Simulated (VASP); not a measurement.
# BaTiO3 (Amm2) in VASP: further runs

Runs on BaTiO3. Level: r2SCAN+U. Tasks: single point.

Program: VASP 6.6.1. These are calculated values, not measurements. Logs are shortened: lines on timing, memory, paths and dates and some standing lists are left out, and cuts for length are marked.

**1. The cell of the first run**

It takes space group Amm2 (No. 38, orthorhombic). Conventional cell: a = 3.795 Å, b = 5.401 Å, c = 5.411 Å, α = 90.00°, β = 90.00°, γ = 90.00°. Ba (site symmetry mm2) has 12 O at 2.65 to 2.76 Å and 8 Ti at 3.26 to 3.35 Å within 3.5 Å. Within 2.4 Å of Ti (site symmetry mm2) lie 6 O at 1.82 to 2.01 Å. O (site symmetry mm2) has 2 Ti at 1.90 Å within 2.5 Å. O (site symmetry m) has 2 Ti at 1.82 to 2.01 Å within 2.4 Å.

**2. Single point, r2SCAN+U (strain -0.050 along x and y, -0.050 along z)**

POSCAR reads:

```
BaTiO3
1.0
    3.7953868273      0.0000000000      0.0000000000
    0.0000000000      2.7003528941      2.7056068783
    0.0000000000     -2.7003528941      2.7056068783
Ba Ti O
1 1 3
Direct
    0.0000000000      0.0044061011      0.0044061011
    0.5000000000      0.5135753575      0.5135753575
    0.0000000000      0.4947134013      0.4947134013
    0.5000000000      0.4954342957      0.9880908444
    0.5000000000      0.9880908444      0.4954342957
```

INCAR.step1 reads:

```
  PREC = Accurate
  ENCUT = 520
  ISMEAR = 0
  SIGMA = 0.05
  LREAL = False
  LASPH = True
  NELM = 150
  LMAXMIX = 4
  LDAU = True
  LDAUTYPE = 2
  LDAUL = -1 2 -1
  LDAUU = 0 4 0
  LDAUJ = 0 0 0
  NBANDS = 28
  GGA = PE
  ALGO = Normal
  EDIFF = 1E-4
  LWAVE = True
  LCHARG = False
```

INCAR.step2 reads:

```
  PREC = Accurate
  ENCUT = 520
  EDIFF = 1E-6
  ISMEAR = 0
  SIGMA = 0.05
  LREAL = False
  LASPH = True
  NELM = 150
  ALGO = Normal
  ISIF = 2
  LWAVE = False
  LCHARG = False
  LMAXMIX = 4
  LDAU = True
  LDAUTYPE = 2
  LDAUL = -1 2 -1
  LDAUU = 0 4 0
  LDAUJ = 0 0 0
  LDAUPRINT = 1
  METAGGA = R2SCAN
  LMIXTAU = True
  NBANDS = 28
  ISTART = 1
```

KPOINTS reads:

```
Automatic mesh
0
Gamma
  6 6 6
```

Potentials or basis: VASP PAW PBE potentials, release 64 (Ba_sv, Ti_sv, O).

Command:

```sh
cat potpaw_PBE.64/Ba_sv/POTCAR potpaw_PBE.64/Ti_sv/POTCAR potpaw_PBE.64/O/POTCAR > POTCAR
cp INCAR.step1 INCAR
mpirun -np 1 vasp_std > vasp.out
cp INCAR.step2 INCAR
mpirun -np 1 vasp_std > vasp.out
```

OUTCAR:

```text
PREC = Accurate
   ENCUT = 520
   EDIFF = 1E-6
   ISMEAR = 0
   LREAL = False
   LASPH = True
   NELM = 150
   ISIF = 2
   METAGGA = R2SCAN
   ISTART = 1

 ion  position               nearest neighbor table
   1  0.000  0.004  0.004-   3 2.65   4 2.67   5 2.67   4 2.67   5 2.67   3 2.70   3 2.70   5 2.72
                             4 2.72   5 2.72   4 2.72   3 2.76   2 3.26   2 3.26   2 3.30   2 3.30
   2  0.500  0.514  0.514-   4 1.82   5 1.82   3 1.90   3 1.90   5 2.01   4 2.01   1 3.26   1 3.26
                             1 3.30   1 3.30   1 3.30   1 3.30   1 3.35   1 3.35
   3  0.000  0.495  0.495-   2 1.90   2 1.90   1 2.65   1 2.70   1 2.70   1 2.76
   4  0.500  0.495  0.988-   2 1.82   2 2.01   1 2.67   1 2.67   1 2.72   1 2.72
   5  0.500  0.988  0.495-   2 1.82   2 2.01   1 2.67   1 2.67   1 2.72   1 2.72

  LATTYP: Found a base centered orthorhombic cell.
 ALAT       =     5.4007057882
 B/A-ratio  =     1.0019456658
 C/A-ratio  =     0.7027575610

  Lattice vectors:

 A1 = (   0.0000000000,   2.7003528941,  -2.7056068783)
 A2 = (   0.0000000000,   2.7003528941,   2.7056068783)
 A3 = (   3.7953868273,   0.0000000000,   0.0000000000)

Analysis of symmetry for initial positions (statically):
=====================================================================
 Subroutine PRICEL returns:
 Original cell was already a primitive cell.

 Routine SETGRP: Setting up the symmetry group for a
 base centered orthorhombic supercell.

 Subroutine GETGRP returns: Found  4 space group operations
 (whereof  4 operations were pure point group operations)
 out of a pool of  8 trial point group operations.

The static configuration has the point symmetry C_2v.

Analysis of symmetry for dynamics (positions and initial velocities):
=====================================================================
 Subroutine PRICEL returns:
 Original cell was already a primitive cell.

 Routine SETGRP: Setting up the symmetry group for a
 base centered orthorhombic supercell.

 Subroutine GETGRP returns: Found  4 space group operations
 (whereof  4 operations were pure point group operations)
 out of a pool of  8 trial point group operations.

The dynamic configuration has the point symmetry C_2v.

 Subroutine INISYM returns: Found  4 space group operations
 (whereof  4 operations are pure point group operations),
 and found     1 'primitive' translations

----------------------------------------------------------------------------------------

                                     Primitive cell

  volume of cell :      55.4589

  direct lattice vectors                    reciprocal lattice vectors
     3.795386827  0.000000000  0.000000000     0.263477755  0.000000000  0.000000000
     0.000000000  2.700352894  2.705606878     0.000000000  0.185160984  0.184801423
     0.000000000 -2.700352894  2.705606878     0.000000000 -0.185160984  0.184801423

  length of vectors
     3.795386827  3.822592619  3.822592619     0.263477755  0.261603050  0.261603050

  position of ions in fractional coordinates (direct lattice)
     0.000000000  0.004406101  0.004406101
     0.500000000  0.513575358  0.513575358
     0.000000000  0.494713401  0.494713401
     0.500000000  0.495434296  0.988090844
     0.500000000  0.988090844  0.495434296

  ion indices of the primitive-cell ions
   primitive index   ion index
                 1           1
                 2           2
                 3           3
                 4           4
                 5           5

----------------------------------------------------------------------------------------

 KPOINTS: Automatic mesh

Automatic generation of k-mesh.
 Grid dimensions read from file:
 generate k-points for:    6    6    6

[... 47 lines left out ...]
   total plane-waves  NPLWV =  21952
   dimension x,y,z NGX =    28 NGY =   28 NGZ =   28
   dimension x,y,z NGXF=    56 NGYF=   56 NGZF=   56
   ions per type =               1   1   3
   NGX,Y,Z   is equivalent  to a cutoff of  12.26, 12.18, 12.18 a.u.
   NGXF,Y,Z  is equivalent  to a cutoff of  24.53, 24.35, 24.35 a.u.
 SYSTEM =  unknown system
   PREC   = accura    normal or accurate (medium, high low for compatibility)
   ISTART =      1    job   : 0-new  1-cont  2-samecut
   ICHARG =      0    charge: 1-file 2-atom 10-const
   ISPIN  =      1    spin polarized calculation?
   LNONCOLLINEAR =      F non collinear calculations
   LSORBIT =      F    spin-orbit coupling
   LASPH  =      T    aspherical Exc in radial PAW
   ENCUT  =  520.0 eV  38.22 Ry    6.18 a.u.   7.06  7.11  7.11*2*pi/ulx,y,z
   NELM   =    150;   NELMIN=  2; NELMDL=  0     # of ELM steps
   EDIFF  = 0.1E-05   stopping-criterion for ELM
   LREAL  =      F    real-space projection
[... 7 lines left out ...]
   TEBEG  =    0.0;   TEEND  =   0.0 temperature during run
   PSTRESS=    0.0 pullay stress
   NELECT =      40.0000    total number of electrons
   NUPDOWN=      -1.0000    fix difference up-down
   EMIN   =  10.00;   EMAX   =-10.00  energy-range for DOS
   EFERMI =   0.00;   METHOD = LEGACY
   ISMEAR =     0;   SIGMA  =   0.05  broadening in eV -4-tet -1-fermi 0-gaus
   EFERMI_NEDOS =   21; number of points for ismear=-14 and -15
   IALGO  =     38    algorithm
   IMIX   =      4    mixing-type and parameters
     AMIX     =   0.40;   BMIX     =  1.00
     AMIX_MAG =   1.60;   BMIX_MAG =  1.00
  volume/ion in A,a.u.               =      11.09        74.85
  Fermi-wavevector in a.u.,A,eV,Ry     =   1.468152  2.774405 29.326961  2.155471
  Thomas-Fermi vector in A             =   2.583684
   LORBIT       =      0    0 simple, 1 ext, 2 COOP (PROOUT), +10 PAW based schemes
 LDA+U is selected, type is set to LDAUTYPE =  2
   angular momentum for each species LDAUL =    -1    2   -1
   U (eV)           for each species LDAUU =   0.0  4.0  0.0
   J (eV)           for each species LDAUJ =   0.0  0.0  0.0
   METAGGA = R2SCAN    functional components
   LHFCALC =     F    Hartree Fock is set to
   AEXX    =    0.0000 exact exchange contribution
   IVDW    =     0    specifies the selected vdW correction
   LEPSILON=     F    determine dielectric tensor
   LRPA    =     F    only Hartree local field effects (RPA)
 non-spin polarized calculation
 Gauss-broadening in eV      SIGMA  =   0.05
  energy-cutoff  :      520.00
  volume of cell :       55.46
 maximum number of plane-waves:      1506
   NGX = 15   NGY = 15   NGZ = 15

atom =   2  type =  2  l = 2

 onsite density matrix

spin component  1

  0.1079  0.0000  0.0000  0.0000  0.0000
  0.0000  0.2770  0.0000  0.0000  0.0000
  0.0000  0.0000  0.1476  0.0000 -0.0672
  0.0000  0.0000  0.0000  0.1076  0.0000
  0.0000  0.0000 -0.0672  0.0000  0.2362

spin component  2

  0.1079  0.0000  0.0000  0.0000  0.0000
  0.0000  0.2770  0.0000  0.0000  0.0000
  0.0000  0.0000  0.1476  0.0000 -0.0672
  0.0000  0.0000  0.0000  0.1076  0.0000
  0.0000  0.0000 -0.0672  0.0000  0.2362

 occupancies and eigenvectors

  o =  0.1076  v =  0.0000  0.0000  0.0000  1.0000  0.0000  0.0000  0.0000  0.0000  0.0000  0.0000      0.0000  0.0000  0.0000  0.0000  0.0000  0.0000  0.0000  0.0000  0.0000  0.0000
  o =  0.1076  v =  0.0000  0.0000  0.0000  0.0000  0.0000  0.0000  0.0000  0.0000  1.0000  0.0000      0.0000  0.0000  0.0000  0.0000  0.0000  0.0000  0.0000  0.0000  0.0000  0.0000
  o =  0.1079  v =  1.0000  0.0000  0.0000  0.0000  0.0000  0.0000  0.0000  0.0000  0.0000  0.0000      0.0000  0.0000  0.0000  0.0000  0.0000  0.0000  0.0000  0.0000  0.0000  0.0000
  o =  0.1079  v =  0.0000  0.0000  0.0000  0.0000  0.0000  1.0000  0.0000  0.0000  0.0000  0.0000      0.0000  0.0000  0.0000  0.0000  0.0000  0.0000  0.0000  0.0000  0.0000  0.0000
  o =  0.1114  v =  0.0000  0.0000 -0.8804  0.0000 -0.4743  0.0000  0.0000  0.0000  0.0000  0.0000      0.0000  0.0000  0.0000  0.0000  0.0000  0.0000  0.0000  0.0000  0.0000  0.0000
  o =  0.1114  v =  0.0000  0.0000  0.0000  0.0000  0.0000  0.0000  0.0000 -0.8804  0.0000 -0.4743      0.0000  0.0000  0.0000  0.0000  0.0000  0.0000  0.0000  0.0000  0.0000  0.0000
  o =  0.2724  v =  0.0000  0.0000  0.0000  0.0000  0.0000  0.0000  0.0000 -0.4743  0.0000  0.8804      0.0000  0.0000  0.0000  0.0000  0.0000  0.0000  0.0000  0.0000  0.0000  0.0000
  o =  0.2724  v =  0.0000  0.0000 -0.4743  0.0000  0.8804  0.0000  0.0000  0.0000  0.0000  0.0000      0.0000  0.0000  0.0000  0.0000  0.0000  0.0000  0.0000  0.0000  0.0000  0.0000
  o =  0.2770  v =  0.0000  0.0000  0.0000  0.0000  0.0000  0.0000  1.0000  0.0000  0.0000  0.0000      0.0000  0.0000  0.0000  0.0000  0.0000  0.0000  0.0000  0.0000  0.0000  0.0000
  o =  0.2770  v =  0.0000  1.0000  0.0000  0.0000  0.0000  0.0000  0.0000  0.0000  0.0000  0.0000      0.0000  0.0000  0.0000  0.0000  0.0000  0.0000  0.0000  0.0000  0.0000  0.0000

 number of electron      39.9999997 magnetization

 Free energy of the ion-electron system (eV)
  ---------------------------------------------------
  ext. energy  EPLUGINS =         0.00000000
  ---------------------------------------------------
  free energy    TOTEN  =       -70.37936771 eV

  energy without entropy =      -70.37936771  energy(sigma->0) =      -70.37936771

 E-fermi :   5.1669     XC(G=0): -12.7605

 val. band max:        4.8496677073   @ k =   0.5000   0.5000   0.5000
 cond. band min:       8.0948082385   @ k =   0.0000   0.0000   0.0000
 fundamental gap:      3.2451405312
 Fermi energy:         5.1668588359

 k-point     1 :       0.0000    0.0000    0.0000
  band No.  band energies     occupation
      1     -54.1262      2.00000
      2     -29.3816      2.00000
      3     -29.3713      2.00000
      4     -29.3418      2.00000
      5     -20.4126      2.00000
      6     -13.3044      2.00000
[... 733 lines left out ...]
     27      14.5317      0.00000
     28      15.1044      0.00000

 [... further k-points ...]

------------------------ aborting loop because EDIFF is reached ----------------------------------------

  FORCE on cell =-STRESS in cart. coord.  units (eV):
  Direction    XX          YY          ZZ          XY          YZ          ZX
  --------------------------------------------------------------------------------------
  -------------------------------------------------------------------------------------
  Total       15.4266573     15.6507948     15.2219331      0.0000000      0.0000000      0.0000000
  in kB      445.6676948    452.1429058    439.7533239      0.0000000      0.0000000      0.0000000
  external PRESSURE =     445.8546415 kB  Pullay stress =       0.0000000 kB

 VOLUME and BASIS-vectors are now :
 -----------------------------------------------------------------------------
  energy-cutoff  :      520.00
  volume of cell :       55.46
      direct lattice vectors                 reciprocal lattice vectors
     3.795386827  0.000000000  0.000000000     0.263477755  0.000000000  0.000000000
     0.000000000  2.700352894  2.705606878     0.000000000  0.185160984  0.184801423
     0.000000000 -2.700352894  2.705606878     0.000000000 -0.185160984  0.184801423

 POSITION                                       TOTAL-FORCE (eV/Angst)
 -----------------------------------------------------------------------------------
      0.00000      0.00000      0.02384         0.000000      0.000000     -0.135573
      1.89769      0.00000      2.77907         0.000000      0.000000     -1.885053
      0.00000      0.00000      2.67700         0.000000      0.000000     -0.081972
      1.89769     -1.33035      4.01384         0.000000     -1.135699      1.051299
      1.89769      1.33035      4.01384         0.000000      1.135699      1.051299
 -----------------------------------------------------------------------------------
    total drift:                                0.000000      0.000004     -0.027456

  FREE ENERGIE OF THE ION-ELECTRON SYSTEM (eV)
  ---------------------------------------------------
  free  energy   TOTEN  =       -70.3793677104 eV

  energy  without entropy=      -70.3793677104  energy(sigma->0) =      -70.37936771
```

It took 7.4 min on 1 thread of AMD EPYC, shared host; peak memory 0.19 GiB.

What came out:

* Free energy: -70.3794 eV
* Pressure: 44.6 GPa
* Largest force: 1.885 eV/Å
* Band gap on the k mesh: 3.25 eV (least direct gap 3.38 eV)

Forces in eV/Å, atoms in the order of the input:
```
Ba   0.000  0.000 -0.136
Ti   0.000  0.000 -1.885
O    0.000  0.000 -0.082
O    0.000 -1.136  1.051
O    0.000  1.136  1.051
```

Levels at points of the mesh, in eV from the valence-band top:
| k point | band 18 | band 19 | band 20 | band 21 | band 22 | band 23 |
| --- | --- | --- | --- | --- | --- | --- |
| (0.00, 0.00, 0.00) | -0.19 | -0.16 | -0.14 | 3.25 | 3.33 | 3.38 |
| (0.50, 0.00, 0.00) | -1.75 | -0.99 | -0.93 | 3.62 | 5.35 | 5.42 |
| (0.00, 0.50, 0.00) | -1.82 | -0.87 | -0.81 | 3.54 | 5.36 | 5.37 |
| (0.50, 0.50, 0.00) | -0.79 | -0.78 | -0.11 | 5.41 | 5.43 | 5.89 |
| (0.00, 0.50, 0.50) | -0.79 | -0.76 | -0.19 | 5.39 | 5.41 | 5.83 |
| (0.50, 0.50, 0.50) | -0.08 | -0.01 | 0.00 | 6.21 | 6.22 | 6.29 |

Eigenvalues of the final occupation matrices:
| site | spin | trace | eigenvalues |
| --- | --- | --- | --- |
| site 2 d | 1 | 0.88 | 0.11 0.11 0.11 0.27 0.28 |
| site 2 d | 2 | 0.88 | 0.11 0.11 0.11 0.27 0.28 |

Caveat: the cell differs from its parent crystal (strain -0.050 along x and y, -0.050 along z); the cell stands under pressure; the PAW data sets were made with another functional, which shifts forces and pressure a little; spin-orbit coupling is left out, which moves the levels of the heavy elements.

**3. Single point, r2SCAN+U (strain -0.050 along x and y, -0.025 along z)**

Edit POSCAR of step 2 so:

```diff
@@ -3,4 +3,4 @@
     3.7953868273      0.0000000000      0.0000000000
-    0.0000000000      2.7003528941      2.7056068783
-    0.0000000000     -2.7003528941      2.7056068783
+    0.0000000000      2.7003528941      2.7768070593
+    0.0000000000     -2.7003528941      2.7768070593
 Ba Ti O
```

INCAR.step1 reads:

```
PREC = Accurate
ENCUT = 520
ISMEAR = 0
SIGMA = 0.05
LREAL = F
LASPH = T
NELM = 150
LMAXMIX = 4
LDAU = T
LDAUTYPE = 2
LDAUL = -1 2 -1
LDAUU = 0 4 0
LDAUJ = 0 0 0
NBANDS = 28
GGA = PE
ALGO = Normal
EDIFF = 1E-4
LWAVE = T
LCHARG = F
```

INCAR.step2 reads:

```
PREC = Accurate
ENCUT = 520
EDIFF = 1E-6
ISMEAR = 0
SIGMA = 0.05
LREAL = F
LASPH = T
NELM = 150
ALGO = Normal
ISIF = 2
LWAVE = F
LCHARG = F
LMAXMIX = 4
LDAU = T
LDAUTYPE = 2
LDAUL = -1 2 -1
LDAUU = 0 4 0
LDAUJ = 0 0 0
LDAUPRINT = 1
METAGGA = R2SCAN
LMIXTAU = T
NBANDS = 28
ISTART = 1
```

KPOINTS is that of step 2.

Potentials or basis: VASP PAW PBE potentials, release 64 (Ba_sv, Ti_sv, O).

Command:

```sh
cat potpaw_PBE.64/Ba_sv/POTCAR potpaw_PBE.64/Ti_sv/POTCAR potpaw_PBE.64/O/POTCAR > POTCAR
cp INCAR.step1 INCAR
mpirun -np 1 vasp_std > vasp.out
cp INCAR.step2 INCAR
mpirun -np 1 vasp_std > vasp.out
```

Run time: 9.2 min. Hardware: 1 thread of AMD EPYC, shared host; peak memory 0.2 GiB.

It converged, with:

- Free energy: -70.7164 eV
- Pressure: 36.1 GPa
- Largest force: 1.495 eV/Å
- Band gap on the k mesh: 3.10 eV (least direct gap 3.22 eV)

Forces in eV/Å, atoms in the order of the input:
```
Ba   0.000  0.000 -0.101
Ti   0.000  0.000 -1.495
O    0.000  0.000 -0.145
O    0.000 -0.927  0.870
O    0.000  0.927  0.870
```

Stress tensor (GPa, compression positive):
```
39.17  0.00  0.00
 0.00 39.22  0.00
 0.00  0.00 29.86
```

Levels at points of the mesh, in eV from the valence-band top:
```tsv
k point	band 17	band 18	band 19	band 20	band 21	band 22	band 23	band 24
(0.00, 0.00, 0.00)	-1.35	-0.34	-0.23	-0.13	3.10	3.24	3.31	5.28
(0.50, 0.00, 0.00)	-1.89	-1.87	-1.15	-0.86	3.49	5.26	5.29	5.29
(0.00, 0.50, 0.00)	-1.87	-1.78	-0.91	-0.85	3.43	5.13	5.13	5.36
(0.50, 0.50, 0.00)	-1.86	-0.81	-0.80	-0.13	5.16	5.31	5.71	6.17
(0.00, 0.50, 0.50)	-1.82	-1.01	-0.84	-0.24	5.11	5.21	5.58	6.46
(0.50, 0.50, 0.50)	-2.12	-0.13	-0.05	0.00	5.94	6.04	6.04	7.71
```

Eigenvalues of the final occupation matrices:
| site | spin | trace | eigenvalues |
| --- | --- | --- | --- |
| site 2 d | 1 | 0.86 | 0.11 0.11 0.11 0.27 0.27 |
| site 2 d | 2 | 0.86 | 0.11 0.11 0.11 0.27 0.27 |

Caveat: the cell differs from its parent crystal (strain -0.050 along x and y, -0.025 along z); the stress differs along the axes, from 30 to 39 GPa; the PAW data sets were made with another functional, which shifts forces and pressure a little; spin-orbit coupling is left out, which moves the levels of the heavy elements.
